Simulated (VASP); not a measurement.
Here is a VASP 6.6.1 calculation.

File INCAR:

```
PREC = Accurate
ENCUT = 520
EDIFF = 1E-6
ISMEAR = 0
SIGMA = 0.01
LREAL = False
LASPH = True
NELM = 80
ALGO = Normal
ISIF = 2
LWAVE = False
LCHARG = True
GGA = PS
LELF = True
LVHAR = True
NBANDS = 16
```

The input KPOINTS:

```
regular mesh
0
Gamma
  8 8 8
```

POSCAR

```
AgCl
1.0
    0.0000000000      2.7237608994      2.7237608994
    2.7237608994      0.0000000000      2.7237608994
    2.7237608994      2.7237608994      0.0000000000
Ag Cl
1 1
Direct
    0.0000000000      0.0000000000      0.0000000000
    0.5000000000      0.5000000000      0.5000000000
```

Potentials or basis: VASP PAW PBE potentials, release 64 (Ag, Cl).

Launch:

```bash
$ cat potpaw_PBE.64/Ag/POTCAR potpaw_PBE.64/Cl/POTCAR > POTCAR
$ mpirun -np 1 vasp_std > vasp.out
```

(1) Predict the band gap on the k mesh.

(2) What does it give for the pressure?

Results:

(1) 0.72 eV, indirect (least direct gap 3.22 eV).

(2) -0.1 GPa.

Caveat: the PAW data sets were made with another functional, which shifts forces and pressure a little.
